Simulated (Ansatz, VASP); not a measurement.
## Ga2C3: VASP beside Ansatz

```
CELL_PARAMETERS angstrom
3.43005 0.00000 0.00000
-1.71503 2.97051 0.00000
0.00000 0.00000 5.48545
ATOMIC_POSITIONS crystal
Ga 0.33333 0.66667 0.28819
Ga 0.66667 0.33333 0.71181
C 0.00000 0.00000 0.00000
C 0.33333 0.66667 0.72733
C 0.66667 0.33333 0.27267
```

Alike in both runs: functional r2SCAN; k mesh 6 × 6 × 4; occupations gaussian, width 0.1 eV; no spin polarisation.

Ansatz relaxed the structure, and its values are those at the end. VASP's run is a single point on that final structure, the one shown.

```csv
,VASP,Ansatz
version,VASP 6.6.1,Ansatz 0.2.0
potentials or method,"VASP PAW PBE potentials, release 64 (Ga_d, C), cutoff 520 eV","scalar-relativistic, plane waves, PAW"
valence electrons in the cell,38,38
```

Ansatz gave:

- gap on the k mesh at the Fermi level (eV): none
- pressure (GPa): 0.2
- rms of the force components (eV/Å): 0.008

Question: Estimate VASP's values.

Answer: gap on the k mesh at the Fermi level (eV): none; pressure (GPa): 0.7; rms of the force components (eV/Å): 0.008.

VASP's potentials were made for PBE, not for r2SCAN. A gap of «none» marks a metal or a gap that the smearing closes.
